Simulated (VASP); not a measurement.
Runs of VASP 6.6.1 on TaC. The structure is that of space group Fm-3m (No. 225), or close to it. The cells are those of the table. 

| level | potentials or basis | cell | gap on the mesh (eV) | pressure (GPa) |
| --- | --- | --- | --- | --- |
| LDA | VASP PAW LDA potentials, release 64 (Ta_pv, C) | a = 3.083 Å, angles 60.0°, 2 atoms | none | 16.3 |
| revPBE | VASP PAW PBE potentials, release 64 (Ta_pv, C) | a = 3.174 Å, angles 60.0°, 2 atoms | none | (a) |
| revPBE | VASP PAW PBE potentials, release 64 (Ta_pv, C) | a = 3.131 Å, angles 60.0°, 2 atoms | none | (c) |
| LDA | VASP PAW LDA potentials, release 64 (Ta_pv, C) | a = 3.078 Å, angles 60.0°, 2 atoms | none | 18.1 |
| PBEsol+D3(BJ) | VASP PAW PBE potentials, release 64 (Ta_pv, C) | a = 3.118 Å, angles 60.0°, 2 atoms | none | (b) |
| PBE | VASP PAW PBE potentials, release 64 (Ta_pv, C) | a = 3.149 Å, angles 60.0°, 2 atoms | none | 5.3 |
| revPBE | VASP PAW PBE potentials, release 64 (Ta_pv, C) | a = 3.149 Å, angles 60.0°, 2 atoms | none | 8.4 |
| PBEsol+D3(BJ) | VASP PAW PBE potentials, release 64 (Ta_pv, C) | a = 3.077 Å, angles 60.0°, 2 atoms | none | 16.6 |

Alike in all rows: task single point; no spin polarisation; k mesh 10 × 10 × 10; cutoff (eV) 600; smearing gaussian 0.05 eV.

Q: Estimate the missing entries.

A: (a) 0.5; (b) 0.9; (c) 14.7.

Caveats: spin-orbit coupling is left out, which moves the levels of the heavy elements; the cell stands under pressure (at least some runs); the PAW data sets were made with another functional, which shifts forces and pressure a little (at least some runs).

A k mesh can miss the band edges, and the runs leave out spin-orbit coupling on Ta.

A gap of «none» marks levels without a gap at the run's occupations.
